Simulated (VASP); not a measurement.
Set up this calculation in VASP 6.6.1, as the native input.

| Quantity | Value |
| --- | --- |
| Task | electric field gradients |
| Functional | LDA |
| Potentials or basis | VASP PAW LDA potentials, release 64 (Bi_d) |
| Cutoff | 520 eV |
| k mesh | 11 × 11 × 11 |
| Occupations | fermi-dirac, width 0.03 eV |
| Spin | no spin polarisation |
| Dipole correction | no |
| Further INCAR settings | ALGO = Normal; EDIFF = 1e-08; NBANDS = 22 |

The structure of Bi lies in POSCAR:

```
Bi
1.0
    2.2729996784      1.3123169762      3.9540000000
   -2.2729996784      1.3123169762      3.9540000000
    0.0000000000     -2.6246339523      3.9540000000
Bi
2
Direct
    0.2338900000      0.2338900000      0.2338900000
    0.7661100000      0.7661100000      0.7661100000
```

These files were run (other wordings do the same):

INCAR

```
PREC     = Accurate       # precision mode
ENCUT    = 520            # plane-wave cutoff, eV
EDIFF    = 1E-8           # SCF threshold, eV
ISMEAR   = -1             # smearing method
SIGMA    = 0.03           # smearing width, eV
LREAL    = F              # projectors in reciprocal space
LASPH    = T              # aspherical terms in the spheres
NELM     = 60             # most SCF steps
ALGO     = Normal         # electronic algorithm
ISIF     = 2              # what is computed and relaxed
LWAVE    = F              # write WAVECAR
LCHARG   = F              # write CHGCAR
GGA      = CA             # functional
LEFG     = T            
NBANDS   = 22             # bands
```

KPOINTS

```
Automatic mesh
0
Gamma
  11 11 11
```

Potentials or basis: VASP PAW LDA potentials, release 64 (Bi_d).

The run is started by

```bash
$ cat potpaw_LDA.64/Bi_d/POTCAR > POTCAR
$ mpirun -np 1 vasp_std > vasp.out
```

Results of the run:

| Quantity | Value |
| --- | --- |
| Pressure | -1.8 GPa |
| Largest force | 0.061 eV/Å |
| Band gap on the k mesh | zero (bands 15 and 16 overlap by 0.06 eV) |
| Largest electric field gradient by atom | Bi -31.4 V/Å² |

Caveat: without QUAD_EFG the Cq values of the log hold for a quadrupole moment of 1 mb, not for the nuclei; spin-orbit coupling is left out, which moves the levels of the heavy elements.

Wall time 90 s on 1 thread of Intel(R) Xeon(R) Platinum 8488C (Sapphire Rapids), with other jobs on the host, peak memory 0.29 GiB.
